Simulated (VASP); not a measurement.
## EuAl4Si2Rh: single point with PBE

Crystal: EuAl4Si2Rh.

```
CELL_PARAMETERS angstrom
4.18914 -4.18914 0.00000
4.18914 4.18914 0.00000
0.00000 0.00000 8.24915
ATOMIC_POSITIONS crystal
Eu 0.00000 0.00000 0.50000
Eu 0.50000 0.50000 0.50000
Al 0.25000 0.75000 0.16884
Al 0.75000 0.25000 0.16884
Al 0.75000 0.75000 0.16884
Al 0.25000 0.25000 0.16884
Al 0.25000 0.75000 0.83116
Al 0.75000 0.25000 0.83116
Al 0.75000 0.75000 0.83116
Al 0.25000 0.25000 0.83116
Si 0.00000 0.50000 0.35799
Si 0.50000 0.00000 0.35799
Si 0.00000 0.50000 0.64201
Si 0.50000 0.00000 0.64201
Rh 0.00000 0.00000 0.00000
Rh 0.50000 0.50000 0.00000
```

```
Program                : VASP 6.6.1
Task                   : single point
Functional             : PBE
Potentials or basis    : VASP PAW PBE potentials, release 64 (Eu, Al, Si, Rh_pv)
Cutoff                 : 520 eV
k mesh                 : 4 × 4 × 3, shifted
Occupations            : gaussian, width 0.05 eV
Spin                   : collinear spin, ferromagnetic start
Starting moments       : [7.38, 7.38, 0.0, 0.0, 0.0, 0.0, 0.0, 0.0, 0.0, 0.0, 0.0, 0.0, 0.0, 0.0, 0.0, 0.0] μB
Dipole correction      : no
Further INCAR settings : LREAL = Auto; ALGO = Normal; EDIFF = 1e-06; NBANDS = 70
```

The pressure is -0.1 GPa. The largest force is 0.085 eV/Å, the net moment is 13.60 μB per cell and the site moments are Eu +6.50; Al -0.00; Si -0.02; Rh -0.01 μB. The valence electrons inside the program's atomic spheres are Eu 14.76; Al 0.77; Si 1.69; Rh 14.12.

Forces in eV/Å, atoms in the order of the input:
```
Eu   0.000  0.000  0.000
Eu   0.000  0.000  0.000
Al   0.000  0.000 -0.055
Al   0.000  0.000 -0.055
Al   0.000  0.000 -0.055
Al   0.000  0.000 -0.055
Al   0.000  0.000  0.055
Al   0.000  0.000  0.055
Al   0.000  0.000  0.055
Al   0.000  0.000  0.055
Si   0.000  0.000  0.085
Si   0.000  0.000  0.085
Si   0.000  0.000 -0.085
Si   0.000  0.000 -0.085
Rh   0.000  0.000  0.000
Rh   0.000  0.000  0.000
```

Stress tensor (GPa, compression positive):
```
-0.22  0.00  0.00
 0.00 -0.22  0.00
 0.00  0.00  0.12
```

Levels at points of the mesh, in eV from the Fermi level:
Spin up:
| k point | band 55 | band 56 | band 57 | band 58 | band 59 | band 60 | band 61 | band 62 |
| --- | --- | --- | --- | --- | --- | --- | --- | --- |
| (0.12, 0.12, 0.00) | -0.43 | -0.42 | -0.40 | -0.39 | -0.27 | 0.22 | 0.44 | 0.80 |
Spin down:
```csv
k point,band 42,band 43,band 44,band 45,band 46,band 47,band 48,band 49
"(0.12, 0.12, 0.00)",-1.84,-1.28,-1.21,-0.86,-0.07,0.28,0.58,0.81
```

Run time: 18 min on 1 thread of Intel(R) Xeon(R) Platinum 8488C (Sapphire Rapids) (shared host), peak memory 0.58 GiB.

Caveat: spin-orbit coupling is left out, which moves the levels of the heavy elements; without U or exact exchange the open f shell lies at the Fermi level, which spoils levels, moments and volumes. The state reached can hang on the start; a lower one may exist.
